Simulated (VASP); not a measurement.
# Se (P4_2/mnm) in VASP: single point with PBE

Aim: the single point of Se with PBE.

Program: VASP 6.6.1. These are calculated values, not measurements. Logs are shortened: lines on timing, memory, paths and dates and some standing lists are left out, and cuts for length are marked.

### Step 1. The cell of the first run

It takes space group P4_2/mnm (No. 136, tetragonal). The conventional cell has a = 6.206 Å, b = 6.206 Å, c = 3.224 Å, α = 90.00°, β = 90.00°, γ = 90.00°. Se (site symmetry m2m) has 1 Se at 2.05 Å within 2.7 Å.

### Step 2. Single point, PBE (S replaced by Se, lengths x 1.086, strained)

Input file INCAR:

```
ALGO     = Normal         # electronic algorithm
EDIFF    = 1E-6           # SCF threshold, eV
ENCUT    = 520            # plane-wave cutoff, eV
GGA      = PE             # functional
ISIF     = 2              # what is computed and relaxed
ISMEAR   = 0              # smearing method
LASPH    = True           # aspherical terms in the spheres
LCHARG   = False          # write CHGCAR
LREAL    = False          # projectors in reciprocal space
LWAVE    = False          # write WAVECAR
NBANDS   = 20             # bands
NELM     = 100            # most SCF steps
PREC     = Accurate       # precision mode
SIGMA    = 0.1            # smearing width, eV
```

Input file KPOINTS:

```
k-points
0
Gamma
  8 8 14
```

Input file POSCAR:

```
Se
1.0
    6.2058629581      0.0000000000      0.0000000000
    0.0000000000      6.2058629581      0.0000000000
    0.0000000000      0.0000000000      3.2238000459
Se
4
Direct
    0.8833913800      0.8833913800      0.5000000000
    0.1166086200      0.1166086200      0.5000000000
    0.3833913800      0.6166086200      0.0000000000
    0.6166086200      0.3833913800      0.0000000000
```

Potentials or basis: VASP PAW PBE potentials, release 64 (Se).

Command:

```sh
cat potpaw_PBE.64/Se/POTCAR > POTCAR
mpirun -np 1 vasp_std > vasp.out
```

OUTCAR:

```text
EDIFF = 1E-6
   ENCUT = 520
   GGA = PE
   ISIF = 2
   ISMEAR = 0
   LASPH = True
   LREAL = False
   NELM = 100
   PREC = Accurate

 ion  position               nearest neighbor table
   1  0.883  0.883  0.500-   2 2.05
   2  0.117  0.117  0.500-   1 2.05
   3  0.383  0.617  0.000-   4 2.05
   4  0.617  0.383  0.000-   3 2.05

  LATTYP: Found a simple tetragonal cell.
 ALAT       =     6.2058629581
 C/A-ratio  =     0.5194765124

  Lattice vectors:

 A1 = (   6.2058629581,   0.0000000000,   0.0000000000)
 A2 = (   0.0000000000,   6.2058629581,   0.0000000000)
 A3 = (   0.0000000000,   0.0000000000,   3.2238000459)

Analysis of symmetry for initial positions (statically):
=====================================================================
 Subroutine PRICEL returns:
 Original cell was already a primitive cell.

 Routine SETGRP: Setting up the symmetry group for a
 simple tetragonal supercell.

 Subroutine GETGRP returns: Found 16 space group operations
 (whereof  8 operations were pure point group operations)
 out of a pool of 16 trial point group operations.

The static configuration has the point symmetry D_2h.
 The point group associated with its full space group is D_4h.

Analysis of symmetry for dynamics (positions and initial velocities):
=====================================================================
 Subroutine PRICEL returns:
 Original cell was already a primitive cell.

 Routine SETGRP: Setting up the symmetry group for a
 simple tetragonal supercell.

 Subroutine GETGRP returns: Found 16 space group operations
 (whereof  8 operations were pure point group operations)
 out of a pool of 16 trial point group operations.

The dynamic configuration has the point symmetry D_2h.
 The point group associated with its full space group is D_4h.

 Subroutine INISYM returns: Found 16 space group operations
 (whereof  8 operations are pure point group operations),
 and found     1 'primitive' translations

----------------------------------------------------------------------------------------

                                     Primitive cell

  volume of cell :     124.1574

  direct lattice vectors                    reciprocal lattice vectors
[... 82 lines left out ...]
   PREC   = accura    normal or accurate (medium, high low for compatibility)
   ISTART =      0    job   : 0-new  1-cont  2-samecut
   ICHARG =      2    charge: 1-file 2-atom 10-const
   ISPIN  =      1    spin polarized calculation?
   LNONCOLLINEAR =      F non collinear calculations
   LSORBIT =      F    spin-orbit coupling
   LASPH  =      T    aspherical Exc in radial PAW
   ENCUT  =  520.0 eV  38.22 Ry    6.18 a.u.  11.54 11.54  5.99*2*pi/ulx,y,z
   NELM   =    100;   NELMIN=  2; NELMDL= -5     # of ELM steps
   EDIFF  = 0.1E-05   stopping-criterion for ELM
   LREAL  =      F    real-space projection
   EDIFFG = 0.1E-04   stopping-criterion for IOM
   NSW    =      0    number of steps for IOM
   IBRION =     -1    ionic relax: 0-MD 1-quasi-New 2-CG
   NFREE  =      0    steps in history (QN), initial steepest desc. (CG)
   ISIF   =      2    stress and relaxation
   ISYM   =      2    0-nonsym 1-usesym 2-fastsym
   POTIM  = 0.5000    time-step for ionic-motion
   TEBEG  =    0.0;   TEEND  =   0.0 temperature during run
   PSTRESS=    0.0 pullay stress
   NELECT =      24.0000    total number of electrons
   NUPDOWN=      -1.0000    fix difference up-down
   EMIN   =  10.00;   EMAX   =-10.00  energy-range for DOS
   EFERMI =   0.00;   METHOD = LEGACY
   ISMEAR =     0;   SIGMA  =   0.10  broadening in eV -4-tet -1-fermi 0-gaus
   EFERMI_NEDOS =   21; number of points for ismear=-14 and -15
   IALGO  =     38    algorithm
   IMIX   =      4    mixing-type and parameters
     AMIX     =   0.40;   BMIX     =  1.00
     AMIX_MAG =   1.60;   BMIX_MAG =  1.00
  volume/ion in A,a.u.               =      31.04       209.46
  Fermi-wavevector in a.u.,A,eV,Ry     =   0.946574  1.788765 12.190844  0.896002
  Thomas-Fermi vector in A             =   2.074584
   LORBIT       =      0    0 simple, 1 ext, 2 COOP (PROOUT), +10 PAW based schemes
   GGA     = PE    functional components
   LHFCALC =     F    Hartree Fock is set to
   AEXX    =    0.0000 exact exchange contribution
   IVDW    =     0    specifies the selected vdW correction
   LEPSILON=     F    determine dielectric tensor
   LRPA    =     F    only Hartree local field effects (RPA)
 non-spin polarized calculation
 Gauss-broadening in eV      SIGMA  =   0.10
  energy-cutoff  :      520.00
  volume of cell :      124.16
 maximum number of plane-waves:      3380
 NGX is ok and might be reduce to    48
   NGX = 23   NGY = 23   NGZ = 11

 number of electron      23.9999999 magnetization

 Free energy of the ion-electron system (eV)
  ---------------------------------------------------
  ext. energy  EPLUGINS =         0.00000000
  ---------------------------------------------------
  free energy    TOTEN  =       -12.25950047 eV

  energy without entropy =      -12.24623896  energy(sigma->0) =      -12.25286971

 E-fermi :   1.7677     XC(G=0):  -8.2483

 val. band max:        1.7542675810   @ k =   0.3750   0.2500   0.1429
 cond. band min:       1.7765274520   @ k =   0.5000   0.0000   0.2857
 fundamental gap:      0.0222598709
 Fermi energy:         1.7676732399

 k-point     1 :       0.0000    0.0000    0.0000
  band No.  band energies     occupation
      1     -14.4648      2.00000
      2     -14.0886      2.00000
      3      -9.3683      2.00000
      4      -9.3683      2.00000
      5      -3.0789      2.00000
      6      -2.8666      2.00000
[... 541 lines left out ...]
     19       9.1731      0.00000
     20       9.1731      0.00000

 [... further k-points ...]
[... 5 lines left out ...]
  --------------------------------------------------------------------------------------
  -------------------------------------------------------------------------------------
  Total        8.2232149      8.2232149     -0.3876544      0.0000000      0.0000000      0.0000000
  in kB      106.1157298    106.1157298     -5.0024503      0.0000000      0.0000000      0.0000000
  external PRESSURE =      69.0763364 kB  Pullay stress =       0.0000000 kB

 VOLUME and BASIS-vectors are now :
 -----------------------------------------------------------------------------
  energy-cutoff  :      520.00
  volume of cell :      124.16
      direct lattice vectors                 reciprocal lattice vectors
     6.205862958  0.000000000  0.000000000     0.161137944  0.000000000  0.000000000
     0.000000000  6.205862958  0.000000000     0.000000000  0.161137944  0.000000000
     0.000000000  0.000000000  3.223800046     0.000000000  0.000000000  0.310192936

 POSITION                                       TOTAL-FORCE (eV/Angst)
 -----------------------------------------------------------------------------------
      5.48221      5.48221      1.61190        -2.905670     -2.905670      0.000000
      0.72366      0.72366      1.61190         2.905670      2.905670     -0.000000
      2.37927      3.82659      0.00000        -2.905670      2.905670     -0.000000
      3.82659      2.37927      0.00000         2.905670     -2.905670      0.000000
 -----------------------------------------------------------------------------------
    total drift:                               -0.000000     -0.000000     -0.000000

  FREE ENERGIE OF THE ION-ELECTRON SYSTEM (eV)
  ---------------------------------------------------
  free  energy   TOTEN  =       -12.2595004727 eV

  energy  without entropy=      -12.2462389553  energy(sigma->0) =      -12.25286971
```

OSZICAR:

```text
N       E                     dE             d eps       ncg     rms          rms(c)
DAV:   1     0.128428261893E+03    0.12843E+03   -0.95694E+03  4800   0.983E+02
DAV:   2    -0.259660314573E+01   -0.13102E+03   -0.12793E+03  6444   0.170E+02
DAV:   3    -0.122331635079E+02   -0.96366E+01   -0.95779E+01  6404   0.504E+01
DAV:   4    -0.123244564800E+02   -0.91293E-01   -0.91221E-01  6024   0.560E+00
DAV:   5    -0.123251443238E+02   -0.68784E-03   -0.68781E-03  5908   0.509E-01    0.912E+00
DAV:   6    -0.122741912203E+02    0.50953E-01   -0.48970E-02  5692   0.114E+00    0.527E+00
DAV:   7    -0.122598899545E+02    0.14301E-01   -0.64473E-02  5608   0.130E+00    0.315E-01
DAV:   8    -0.122594329612E+02    0.45699E-03   -0.82518E-03  5400   0.502E-01    0.751E-02
DAV:   9    -0.122594820278E+02   -0.49067E-04   -0.37222E-04  5768   0.102E-01    0.492E-02
DAV:  10    -0.122594921666E+02   -0.10139E-04   -0.28958E-05  6224   0.306E-02    0.297E-02
DAV:  11    -0.122595004228E+02   -0.82562E-05   -0.10787E-05  5732   0.192E-02    0.531E-03
DAV:  12    -0.122595004727E+02   -0.49851E-07   -0.50577E-07  3772   0.391E-03
   1 F= -.12259500E+02 E0= -.12252870E+02  d E =-.132615E-01
```

stdout:

```text
POSCAR found type information on POSCAR Se
 POSCAR found :  1 types and       4 ions
 scaLAPACK will be used
 LDA part: xc-table for (Slater+PW92), standard interpolation
 POSCAR, INCAR and KPOINTS ok, starting setup
 FFT: planning ... GRIDC
 FFT: planning ... GRID_SOFT
 FFT: planning ... GRID
 WAVECAR not read
 entering main loop
```

Run time: 2.8 min. Hardware: 1 thread of Intel Xeon Platinum 8259CL at 2.50GHz (Skylake/Cascade Lake), shared host; peak memory 0.36 GiB.

What came out:

```yaml
Free_energy: -12.2595 eV
Pressure: 6.9 GPa
Largest_force: 4.109 eV/Å
Band_gap_on_the_k_mesh: zero (bands 12 and 13 overlap by 1.63 eV)
```

Forces in eV/Å, atoms in the order of the input:
```
Se  -2.906 -2.906  0.000
Se   2.906  2.906  0.000
Se  -2.906  2.906  0.000
Se   2.906 -2.906  0.000
```

Levels at points of the mesh, in eV from the Fermi level:
```
           k point  band 10  band 11  band 12  band 13  band 14  band 15
(0.00, 0.00, 0.00)    -1.14    -0.68     0.76     2.47     2.47     4.25
(0.50, 0.00, 0.00)    -0.92    -0.63    -0.63     2.48     2.48     2.90
(0.50, 0.50, 0.00)    -0.91    -0.39    -0.39     2.44     2.44     4.07
(0.00, 0.00, 0.50)    -3.19    -1.71    -1.71     0.06     0.06     3.65
(0.50, 0.00, 0.50)    -3.00    -2.05    -2.05     0.36     0.36     4.71
(0.50, 0.50, 0.50)    -3.54    -1.45    -1.45     0.52     0.52     3.55
```

Caveat: the cell differs from its parent crystal (S replaced by Se, lengths x 1.086, strained); the stress differs along the axes, from -1 to 11 GPa; this functional lacks dispersion, which holds the molecules together, so the pressure and a relaxed volume are unreliable; forces of over 1 eV/Å act on the atoms, so gaps and moduli don't describe the material at rest.

The gap in the log of VASP goes by the Fermi energy; the results here count the filled bands.